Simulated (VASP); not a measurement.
Input of a VASP 6.6.1 run:

Contents of INCAR:

```
ALGO     = Normal         # electronic algorithm
EDIFF    = 1E-6           # SCF threshold, eV
ENCUT    = 650            # plane-wave cutoff, eV
GGA      = PE             # functional
GGA_COMPAT= False        
ISIF     = 2              # what is computed and relaxed
ISMEAR   = 0              # smearing method
LASPH    = True           # aspherical terms in the spheres
LCHARG   = False          # write CHGCAR
LREAL    = False          # projectors in reciprocal space
LWAVE    = False          # write WAVECAR
NBANDS   = 10             # bands
NELM     = 120            # most SCF steps
PREC     = Accurate       # precision mode
SIGMA    = 0.1            # smearing width, eV
```

Contents of KPOINTS:

```
k-points
0
Gamma
  8 8 4
```

POSCAR

```
Li
1.0
    4.5602229900      0.0000000000      0.0000000000
    0.0000000000      4.5602229900      0.0000000000
    0.0000000000      0.0000000000     11.0076646000
Li
2
Direct
    0.0000000000      0.0000000000      0.0000000000
    0.5000000000      0.5000000000      0.0000000000
```

Potentials or basis: VASP PAW PBE potentials, release 64 (Li_sv).

Run with:

```console
$ cat potpaw_PBE.64/Li_sv/POTCAR > POTCAR
$ mpirun -np 1 vasp_std > vasp.out
```

Problem. Predict the band gap on the k mesh.

Solution. Zero (bands 3 and 4 overlap by 0.80 eV).

Problem. Estimate the pressure.

Solution. -0.5 GPa.

Stress tensor (GPa, compression positive):
```
-0.72  0.00  0.00
 0.00 -0.72  0.00
 0.00  0.00 -0.03
```
